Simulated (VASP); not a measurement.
# Ca2TiSiP4 (P-42m) in VASP: further runs

The runs below take Ca2TiSiP4 through single point, relaxation of cell and atoms, with PBE.

Everything below comes from runs of VASP 6.6.1. Logs are shortened: lines on timing, memory, paths and dates and some standing lists are left out, and cuts for length are marked.

**1. The cell of the first run**

It takes space group P-42m (No. 111, tetragonal). Conventional cell: a = 4.855 Å, b = 4.855 Å, c = 4.855 Å, α = 90.00°, β = 90.00°, γ = 90.00°. Within 2.8 Å of Ca (site symmetry 222) lie 4 P at 2.10 Å. Within 2.8 Å of Ti (site symmetry -42m) lie 4 P at 2.10 Å. Si (site symmetry -42m) has 4 P at 2.10 Å within 2.8 Å. Within 2.8 Å of P (site symmetry m) lie 2 Ca at 2.10 Å and 1 Ti at 2.10 Å and 1 Si at 2.10 Å.

**2. Single point, PBE**

Input file INCAR:

```
ALGO     = Normal         # electronic algorithm
EDIFF    = 1E-6           # SCF threshold, eV
ENCUT    = 520            # plane-wave cutoff, eV
GGA      = PE             # functional
ISIF     = 2              # what is computed and relaxed
ISMEAR   = 0              # smearing method
LASPH    = True           # aspherical terms in the spheres
LCHARG   = False          # write CHGCAR
LREAL    = False          # projectors in reciprocal space
LWAVE    = False          # write WAVECAR
NBANDS   = 38             # bands
NELM     = 80             # most SCF steps
PREC     = Accurate       # precision mode
SIGMA    = 0.1            # smearing width, eV
```

Input file KPOINTS:

```
k-points
0
Gamma
  4 4 4
```

Input file POSCAR:

```
Ca2TiSiP4
1.0
    4.8551180700      0.0000000000      0.0000000000
    0.0000000000      4.8551180700      0.0000000000
    0.0000000000      0.0000000000      4.8551180700
Ca Ti Si P
2 1 1 4
Direct
    0.5000000000      0.0000000000      0.0000000000
    0.0000000000      0.5000000000      0.0000000000
    0.5000000000      0.5000000000      0.5000000000
    0.0000000000      0.0000000000      0.5000000000
    0.7500000000      0.2500000000      0.2500000000
    0.2500000000      0.7500000000      0.2500000000
    0.2500000000      0.2500000000      0.7500000000
    0.7500000000      0.7500000000      0.7500000000
```

Potentials or basis: VASP PAW PBE potentials, release 64 (Ca_sv, Ti_sv, Si, P).

On the command line:

```
cat potpaw_PBE.64/Ca_sv/POTCAR potpaw_PBE.64/Ti_sv/POTCAR potpaw_PBE.64/Si/POTCAR potpaw_PBE.64/P/POTCAR > POTCAR
mpirun -np 1 vasp_std > vasp.out
```

OUTCAR:

```text
EDIFF = 1E-6
   ENCUT = 520
   GGA = PE
   ISIF = 2
   ISMEAR = 0
   LASPH = True
   LREAL = False
   NELM = 80
   PREC = Accurate

 ion  position               nearest neighbor table
   1  0.500  0.000  0.000-   5 2.10   6 2.10   7 2.10   8 2.10
   2  0.000  0.500  0.000-   5 2.10   6 2.10   7 2.10   8 2.10
   3  0.500  0.500  0.500-   5 2.10   6 2.10   7 2.10   8 2.10
   4  0.000  0.000  0.500-   5 2.10   6 2.10   7 2.10   8 2.10
   5  0.750  0.250  0.250-   1 2.10   2 2.10   3 2.10   4 2.10
   6  0.250  0.750  0.250-   1 2.10   2 2.10   3 2.10   4 2.10
   7  0.250  0.250  0.750-   1 2.10   2 2.10   3 2.10   4 2.10
   8  0.750  0.750  0.750-   1 2.10   2 2.10   3 2.10   4 2.10

  LATTYP: Found a simple cubic cell.
 ALAT       =     4.8551180700

  Lattice vectors:

 A1 = (   4.8551180700,   0.0000000000,   0.0000000000)
 A2 = (   0.0000000000,   4.8551180700,   0.0000000000)
 A3 = (   0.0000000000,   0.0000000000,   4.8551180700)

Analysis of symmetry for initial positions (statically):
=====================================================================
 Subroutine PRICEL returns:
 Original cell was already a primitive cell.

 Routine SETGRP: Setting up the symmetry group for a
 simple cubic supercell.

 Subroutine GETGRP returns: Found  8 space group operations
 (whereof  8 operations were pure point group operations)
 out of a pool of 48 trial point group operations.

The static configuration has the point symmetry D_2d.

Analysis of symmetry for dynamics (positions and initial velocities):
=====================================================================
 Subroutine PRICEL returns:
 Original cell was already a primitive cell.

 Routine SETGRP: Setting up the symmetry group for a
 simple cubic supercell.

 Subroutine GETGRP returns: Found  8 space group operations
 (whereof  8 operations were pure point group operations)
 out of a pool of 48 trial point group operations.

The dynamic configuration has the point symmetry D_2d.

 Subroutine INISYM returns: Found  8 space group operations
 (whereof  8 operations are pure point group operations),
 and found     1 'primitive' translations

----------------------------------------------------------------------------------------

                                     Primitive cell

[... 97 lines left out ...]
   EDIFFG = 0.1E-04   stopping-criterion for IOM
   NSW    =      0    number of steps for IOM
   IBRION =     -1    ionic relax: 0-MD 1-quasi-New 2-CG
   NFREE  =      0    steps in history (QN), initial steepest desc. (CG)
   ISIF   =      2    stress and relaxation
   ISYM   =      2    0-nonsym 1-usesym 2-fastsym
   POTIM  = 0.5000    time-step for ionic-motion
   TEBEG  =    0.0;   TEEND  =   0.0 temperature during run
   PSTRESS=    0.0 pullay stress
   NELECT =      56.0000    total number of electrons
   NUPDOWN=      -1.0000    fix difference up-down
   EMIN   =  10.00;   EMAX   =-10.00  energy-range for DOS
   EFERMI =   0.00;   METHOD = LEGACY
   ISMEAR =     0;   SIGMA  =   0.10  broadening in eV -4-tet -1-fermi 0-gaus
   EFERMI_NEDOS =   21; number of points for ismear=-14 and -15
   IALGO  =     38    algorithm
   IMIX   =      4    mixing-type and parameters
     AMIX     =   0.40;   BMIX     =  1.00
     AMIX_MAG =   1.60;   BMIX_MAG =  1.00
  volume/ion in A,a.u.               =      14.31        96.54
  Fermi-wavevector in a.u.,A,eV,Ry     =   1.290044  2.437829 22.642984  1.664212
  Thomas-Fermi vector in A             =   2.421899
   LORBIT       =      0    0 simple, 1 ext, 2 COOP (PROOUT), +10 PAW based schemes
   GGA     = PE    functional components
   LHFCALC =     F    Hartree Fock is set to
   AEXX    =    0.0000 exact exchange contribution
   IVDW    =     0    specifies the selected vdW correction
   LEPSILON=     F    determine dielectric tensor
   LRPA    =     F    only Hartree local field effects (RPA)
 non-spin polarized calculation
 Gauss-broadening in eV      SIGMA  =   0.10
  energy-cutoff  :      520.00
  volume of cell :      114.45
 maximum number of plane-waves:      3112
   NGX = 19   NGY = 19   NGZ = 19

 number of electron      55.9999992 magnetization

 Free energy of the ion-electron system (eV)
  ---------------------------------------------------
  ext. energy  EPLUGINS =         0.00000000
  ---------------------------------------------------
  free energy    TOTEN  =       -21.97991487 eV

  energy without entropy =      -21.96393633  energy(sigma->0) =      -21.97192560

 E-fermi :   8.4595     XC(G=0): -11.3011

 val. band max:        8.4203191182   @ k =   0.0000   0.0000   0.2500
 cond. band min:       8.4734790456   @ k =   0.0000   0.0000   0.2500
 fundamental gap:      0.0531599273
 Fermi energy:         8.4594649110

 k-point     1 :       0.0000    0.0000    0.0000
  band No.  band energies     occupation
      1     -47.3987      2.00000
      2     -30.3128      2.00000
      3     -30.2150      2.00000
      4     -23.9676      2.00000
      5     -23.8252      2.00000
      6     -23.8252      2.00000
[... 727 lines left out ...]
     37      13.7531      0.00000
     38      13.7537      0.00000

------------------------ aborting loop because EDIFF is reached ----------------------------------------

  FORCE on cell =-STRESS in cart. coord.  units (eV):
  Direction    XX          YY          ZZ          XY          YZ          ZX
  --------------------------------------------------------------------------------------
  -------------------------------------------------------------------------------------
  Total       67.8902888     67.8902888     66.2730833      0.0000000      0.0000000      0.0000000
  in kB      950.4271880    950.4271880    927.7871880      0.0000000      0.0000000      0.0000000
  external PRESSURE =     942.8805213 kB  Pullay stress =       0.0000000 kB

 VOLUME and BASIS-vectors are now :
 -----------------------------------------------------------------------------
  energy-cutoff  :      520.00
  volume of cell :      114.45
      direct lattice vectors                 reciprocal lattice vectors
     4.855118070  0.000000000  0.000000000     0.205968214  0.000000000  0.000000000
     0.000000000  4.855118070  0.000000000     0.000000000  0.205968214  0.000000000
     0.000000000  0.000000000  4.855118070     0.000000000  0.000000000  0.205968214

 POSITION                                       TOTAL-FORCE (eV/Angst)
 -----------------------------------------------------------------------------------
      2.42756      0.00000      0.00000         0.000000      0.000000      0.000000
      0.00000      2.42756      0.00000         0.000000      0.000000      0.000000
      2.42756      2.42756      2.42756         0.000000     -0.000000      0.000000
      0.00000      0.00000      2.42756         0.000000      0.000000      0.000000
      3.64134      1.21378      1.21378         1.126390     -1.126390      5.346897
      1.21378      3.64134      1.21378        -1.126390      1.126390      5.346897
      1.21378      1.21378      3.64134        -1.126390     -1.126390     -5.346897
      3.64134      3.64134      3.64134         1.126390      1.126390     -5.346897
 -----------------------------------------------------------------------------------
    total drift:                                0.000000      0.000000     -0.000000

  FREE ENERGIE OF THE ION-ELECTRON SYSTEM (eV)
  ---------------------------------------------------
  free  energy   TOTEN  =       -21.9799148671 eV

  energy  without entropy=      -21.9639363290  energy(sigma->0) =      -21.97192560
```

stdout:

```text
POSCAR found type information on POSCAR CaTiSiP
 POSCAR found :  4 types and       8 ions
 scaLAPACK will be used
 LDA part: xc-table for (Slater+PW92), standard interpolation
 POSCAR, INCAR and KPOINTS ok, starting setup
 FFT: planning ... GRIDC
 FFT: planning ... GRID_SOFT
 FFT: planning ... GRID
 WAVECAR not read
 entering main loop
```

Wall time 33 s (1 thread of Intel Xeon 6975P-C (Granite Rapids), shared host); peak memory 0.25 GiB.

Results:

| Item | Value |
| --- | --- |
| Free energy | -21.9799 eV |
| Pressure | 94.3 GPa |
| Largest force | 5.579 eV/Å |
| Band gap on the k mesh | zero (bands 28 and 29 overlap by 0.07 eV) |

Forces on the atoms (eV/Å):
```
Ca   0.000  0.000  0.000
Ca   0.000  0.000  0.000
Ti   0.000  0.000  0.000
Si   0.000  0.000  0.000
P    1.126 -1.126  5.347
P   -1.126  1.126  5.347
P   -1.126 -1.126 -5.347
P    1.126  1.126 -5.347
```

Stress tensor (GPa, compression positive):
```
95.04  0.00  0.00
 0.00 95.04  0.00
 0.00  0.00 92.78
```

Caveat: the cell stands under pressure; forces of over 1 eV/Å act on the atoms, so gaps and moduli don't describe the material at rest.

(Part 1 of 2 ends here.)

The gap in the log of VASP goes by the Fermi energy; the results here count the filled bands.